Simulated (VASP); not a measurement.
# Ni (I4/mmm) in VASP: single point with PBEsol

Aim: the single point of Ni with PBEsol.

Everything below comes from runs of VASP 6.6.1. Logs are shortened: lines on timing, memory, paths and dates and some standing lists are left out, and cuts for length are marked.

### Step 1. The cell of the first run

Symmetry: I4/mmm, No. 139, tetragonal system. Conventional cell: a = 2.908 Å, b = 2.908 Å, c = 2.472 Å, α = 90.00°, β = 90.00°, γ = 90.00°. Ni (site symmetry 4/mmm) has 14 Ni at 2.40 to 2.91 Å within 3.2 Å.

### Step 2. Single point, PBEsol, collinear spin, ferromagnetic start

File INCAR:

```
PREC = Accurate ; ENCUT = 520
EDIFF = 1E-7 ; ISMEAR = 0
SIGMA = 0.15 ; LREAL = F
LASPH = T ; NELM = 150
ALGO = Fast ; ISIF = 2
LWAVE = F ; LCHARG = F
ISPIN = 2 ; MAGMOM = 0.6
LORBIT = 11 ; LMAXMIX = 4
GGA = PS ; NBANDS = 15
```

File KPOINTS:

```
regular mesh
0
Gamma
  34 34 34
```

File POSCAR:

```
Ni
1.0
   -1.4542214410      1.4542214410      1.2360882249
    1.4542214410     -1.4542214410      1.2360882249
    1.4542214410      1.4542214410     -1.2360882249
Ni
1
Direct
    0.0000000000      0.0000000000      0.0000000000
```

Potentials or basis: VASP PAW PBE potentials, release 64 (Ni).

Launch:

```
$ cat potpaw_PBE.64/Ni/POTCAR > POTCAR
$ mpirun -np 1 vasp_std > vasp.out
```

OUTCAR:

```text
PREC = Accurate
   ENCUT = 520
   EDIFF = 1E-7
   ISMEAR = 0
   LREAL = F
   LASPH = T
   NELM = 150
   ISIF = 2
   ISPIN = 2
   LORBIT = 11
   GGA = PS

 ion  position               nearest neighbor table
   1  0.000  0.000  0.000-

  LATTYP: Found a body centered tetragonal cell.
 ALAT       =     2.9084428820
 C/A-ratio  =     0.8500000000

  Lattice vectors:

 A1 = (  -1.4542214410,   1.4542214410,   1.2360882249)
 A2 = (   1.4542214410,  -1.4542214410,   1.2360882249)
 A3 = (   1.4542214410,   1.4542214410,  -1.2360882249)

Analysis of symmetry for initial positions (statically):
=====================================================================
 Subroutine PRICEL returns:
 Original cell was already a primitive cell.

 Routine SETGRP: Setting up the symmetry group for a
 body centered tetragonal supercell.

 Subroutine GETGRP returns: Found 16 space group operations
 (whereof 16 operations were pure point group operations)
 out of a pool of 16 trial point group operations.

The static configuration has the point symmetry D_4h.

Analysis of symmetry for dynamics (positions and initial velocities):
=====================================================================
 Subroutine PRICEL returns:
 Original cell was already a primitive cell.

 Routine SETGRP: Setting up the symmetry group for a
 body centered tetragonal supercell.

 Subroutine GETGRP returns: Found 16 space group operations
 (whereof 16 operations were pure point group operations)
 out of a pool of 16 trial point group operations.

The dynamic configuration has the point symmetry D_4h.

Analysis of structural, dynamic, and magnetic symmetry:
=====================================================================
 Subroutine PRICEL returns:
 Original cell was already a primitive cell.

 Routine SETGRP: Setting up the symmetry group for a
 body centered tetragonal supercell.

 Subroutine GETGRP returns: Found 16 space group operations
 (whereof 16 operations were pure point group operations)
 out of a pool of 16 trial point group operations.

The overall configuration has the point symmetry D_4h.

 Subroutine INISYM returns: Found 16 space group operations
 (whereof 16 operations are pure point group operations),
 and found     1 'primitive' translations

----------------------------------------------------------------------------------------

                                     Primitive cell

  volume of cell :      10.4561

  direct lattice vectors                    reciprocal lattice vectors
    -1.454221441  1.454221441  1.236088225     0.000000000  0.343826591  0.404501871
     1.454221441 -1.454221441  1.236088225     0.343826591  0.000000000  0.404501871
     1.454221441  1.454221441 -1.236088225     0.343826591  0.343826591  0.000000000

  length of vectors
     2.399465378  2.399465378  2.399465378     0.530884628  0.530884628  0.486244227

  position of ions in fractional coordinates (direct lattice)
     0.000000000  0.000000000  0.000000000

  ion indices of the primitive-cell ions
   primitive index   ion index
                 1           1

----------------------------------------------------------------------------------------

 KPOINTS: regular mesh

Automatic generation of k-mesh.
 Grid dimensions read from file:
 generate k-points for:   34   34   34

 Generating k-lattice:

  Cartesian coordinates                     Fractional coordinates (reciprocal lattice)
     0.000000000  0.010112547  0.011897114     0.029411765 -0.000000000  0.000000000
     0.010112547  0.000000000  0.011897114    -0.000000000  0.029411765  0.000000000
     0.010112547  0.010112547  0.000000000     0.000000000  0.000000000  0.029411765

  Length of vectors
     0.015614254  0.015614254  0.014301301

  Shift w.r.t. Gamma in fractional coordinates (k-lattice)
     0.000000000  0.000000000  0.000000000

 Subroutine IBZKPT returns following result:
 ===========================================

 Found   2844 irreducible k-points:

 Following reciprocal coordinates:
            Coordinates               Weight
  0.000000  0.000000  0.000000      1.000000
  0.029412  0.000000 -0.000000      8.000000
  0.058824  0.000000 -0.000000      8.000000
  0.088235  0.000000 -0.000000      8.000000
  0.117647  0.000000 -0.000000      8.000000
  0.147059  0.000000  0.000000      8.000000
[... 16 lines left out ...]
  0.147059  0.029412 -0.000000     16.000000
  0.176471  0.029412  0.000000     16.000000
 [... further k-points ...]
   k-points           NKPTS =   2844   k-points in BZ     NKDIM =   2844   number of bands    NBANDS=     15
   number of dos      NEDOS =    301   number of ions     NIONS =      1
   total plane-waves  NPLWV =   5832
   dimension x,y,z NGX =    18 NGY =   18 NGZ =   18
   dimension x,y,z NGXF=    36 NGYF=   36 NGZF=   36
   ions per type =               1
   NGX,Y,Z   is equivalent  to a cutoff of  12.47, 12.47, 12.47 a.u.
   NGXF,Y,Z  is equivalent  to a cutoff of  24.94, 24.94, 24.94 a.u.
 SYSTEM =  unknown system
   PREC   = accura    normal or accurate (medium, high low for compatibility)
   ISTART =      0    job   : 0-new  1-cont  2-samecut
   ICHARG =      2    charge: 1-file 2-atom 10-const
   ISPIN  =      2    spin polarized calculation?
   LNONCOLLINEAR =      F non collinear calculations
   LSORBIT =      F    spin-orbit coupling
   LASPH  =      T    aspherical Exc in radial PAW
   ENCUT  =  520.0 eV  38.22 Ry    6.18 a.u.   4.46  4.46  4.46*2*pi/ulx,y,z
   NELM   =    150;   NELMIN=  2; NELMDL= -5     # of ELM steps
   EDIFF  = 0.1E-06   stopping-criterion for ELM
   LREAL  =      F    real-space projection
   EDIFFG = 0.1E-05   stopping-criterion for IOM
   NSW    =      0    number of steps for IOM
   IBRION =     -1    ionic relax: 0-MD 1-quasi-New 2-CG
   NFREE  =      0    steps in history (QN), initial steepest desc. (CG)
   ISIF   =      2    stress and relaxation
   ISYM   =      2    0-nonsym 1-usesym 2-fastsym
   POTIM  = 0.5000    time-step for ionic-motion
   TEBEG  =    0.0;   TEEND  =   0.0 temperature during run
   PSTRESS=    0.0 pullay stress
   NELECT =      10.0000    total number of electrons
   NUPDOWN=      -1.0000    fix difference up-down
   EMIN   =  10.00;   EMAX   =-10.00  energy-range for DOS
   EFERMI =   0.00;   METHOD = LEGACY
   ISMEAR =     0;   SIGMA  =   0.15  broadening in eV -4-tet -1-fermi 0-gaus
   EFERMI_NEDOS =   21; number of points for ismear=-14 and -15
   IALGO  =     68    algorithm
   IMIX   =      4    mixing-type and parameters
     AMIX     =   0.40;   BMIX     =  1.00
     AMIX_MAG =   1.60;   BMIX_MAG =  1.00
  volume/ion in A,a.u.               =      10.46        70.56
  Fermi-wavevector in a.u.,A,eV,Ry     =   1.612939  3.048013 35.396545  2.601573
  Thomas-Fermi vector in A             =   2.708089
   LORBIT       =     11    0 simple, 1 ext, 2 COOP (PROOUT), +10 PAW based schemes
   GGA     = PS    functional components
   LHFCALC =     F    Hartree Fock is set to
   AEXX    =    0.0000 exact exchange contribution
   IVDW    =     0    specifies the selected vdW correction
   LEPSILON=     F    determine dielectric tensor
   LRPA    =     F    only Hartree local field effects (RPA)
 spin polarized calculation
 RMM-DIIS sequential band-by-band and
 Gauss-broadening in eV      SIGMA  =   0.15
  energy-cutoff  :      520.00
  volume of cell :       10.46
 maximum number of plane-waves:       297
 NGX is ok and might be reduce to    18
   NGX =  9   NGY =  9   NGZ =  9

 number of electron      10.0000000 magnetization       0.6000000

 number of electron       9.9999998 magnetization       0.5713568

 Free energy of the ion-electron system (eV)
  ---------------------------------------------------
  ext. energy  EPLUGINS =         0.00000000
  ---------------------------------------------------
  free energy    TOTEN  =        -6.05804314 eV

  energy without entropy =       -6.04332381  energy(sigma->0) =       -6.05068348

 E-fermi :   9.6646     XC(G=0): -13.6645

 val. band max:        9.6645399556   @ k =  -0.2353  -0.4412   0.0294
 cond. band min:       9.6647495926   @ k =  -0.4118   0.0882   0.0294
 fundamental gap:      0.0002096370
 Fermi energy:         9.6646494837

 spin component 1

 k-point     1 :       0.0000    0.0000    0.0000
  band No.  band energies     occupation
      1       0.4260      1.00000
      2       6.6982      1.00000
      3       7.6218      1.00000
      4       7.6218      1.00000
      5       7.8591      1.00000
      6       9.1509      1.00000
      7      34.4360      0.00000
      8      34.4360      0.00000
      9      39.6988      0.00000
     10      39.7904      0.00000
     11      40.0516      0.00000
     12      42.6423      0.00000
     13      42.6423      0.00000
     14      43.7829      0.00000
     15      46.0798      0.00000
[... 397 lines left out ...]
 k-point    24 :       0.1765    0.0294    0.0000
  band No.  band energies     occupation
      1       2.0796      1.00000
      2       6.6939      1.00000
      3       7.3213      1.00000
      4       7.8764      1.00000
      5       8.2891      1.00000
      6       8.8662      1.00000
      7      30.1790      0.00000
      8      32.0221      0.00000
      9      33.5790      0.00000
     10      35.5564      0.00000
     11      38.3520      0.00000
     12      41.0327      0.00000
     13      44.5624      0.00000
     14      48.7690      0.00000
     15      50.1697      0.00000

 [... further k-points ...]

 Fermi energy:         9.6646494837

 spin component 2

 k-point     1 :       0.0000    0.0000    0.0000
  band No.  band energies     occupation
      1       0.4232      1.00000
      2       7.3915      1.00000
      3       8.2518      1.00000
      4       8.2518      1.00000
      5       8.5175      1.00000
      6       9.6154      0.67863
      7      34.3793      0.00000
      8      34.3793      0.00000
      9      39.7104      0.00000
     10      39.8866      0.00000
     11      40.0904      0.00000
     12      42.7487      0.00000
     13      42.7487      0.00000
     14      43.6996      0.00000
     15      46.2024      0.00000
[... 397 lines left out ...]
 k-point    24 :       0.1765    0.0294    0.0000
  band No.  band energies     occupation
      1       2.0851      1.00000
      2       7.3455      1.00000
      3       7.9046      1.00000
      4       8.5432      1.00000
      5       8.9633      1.00000
      6       9.3289      0.99923
      7      30.2448      0.00000
      8      32.0588      0.00000
      9      33.6420      0.00000
     10      35.6456      0.00000
     11      38.4367      0.00000
     12      41.0526      0.00000
     13      44.6598      0.00000
     14      48.7927      0.00000
     15      50.3627      0.00000

 [... further k-points ...]
[... 5 lines left out ...]
  --------------------------------------------------------------------------------------
  -------------------------------------------------------------------------------------
  Total       -0.0105340     -0.0105340      0.1757023      0.0000000      0.0000000      0.0000000
  in kB       -1.6141084     -1.6141084     26.9226280      0.0000000      0.0000000      0.0000000
  external PRESSURE =       7.8981371 kB  Pullay stress =       0.0000000 kB

 VOLUME and BASIS-vectors are now :
 -----------------------------------------------------------------------------
  energy-cutoff  :      520.00
  volume of cell :       10.46
      direct lattice vectors                 reciprocal lattice vectors
    -1.454221441  1.454221441  1.236088225     0.000000000  0.343826591  0.404501871
     1.454221441 -1.454221441  1.236088225     0.343826591  0.000000000  0.404501871
     1.454221441  1.454221441 -1.236088225     0.343826591  0.343826591  0.000000000

 POSITION                                       TOTAL-FORCE (eV/Angst)
 -----------------------------------------------------------------------------------
      0.00000      0.00000      0.00000         0.000000     -0.000000      0.000000
 -----------------------------------------------------------------------------------
    total drift:                                0.000000     -0.000000      0.000000

  FREE ENERGIE OF THE ION-ELECTRON SYSTEM (eV)
  ---------------------------------------------------
  free  energy   TOTEN  =        -6.0580431367 eV

  energy  without entropy=       -6.0433238146  energy(sigma->0) =       -6.05068348

 total charge

# of ion       s       p       d       tot
------------------------------------------
    1        0.519   0.535   8.346   9.400

 magnetization (x)

# of ion       s       p       d       tot
------------------------------------------
    1       -0.006  -0.020   0.602   0.576
```

It took 21 min on 1 thread of Oxide Virtual Turin-like, shared host; peak memory 0.66 GiB.

Results:

```
Free energy                                           : -6.0580 eV
Pressure                                              : 0.8 GPa
Net moment                                            : 0.57 μB per cell
Site moments                                          : Ni +0.58 μB
Valence electrons inside the program's atomic spheres : Ni 9.40
```

Caveat: the PAW data sets were made with another functional, which shifts forces and pressure a little.
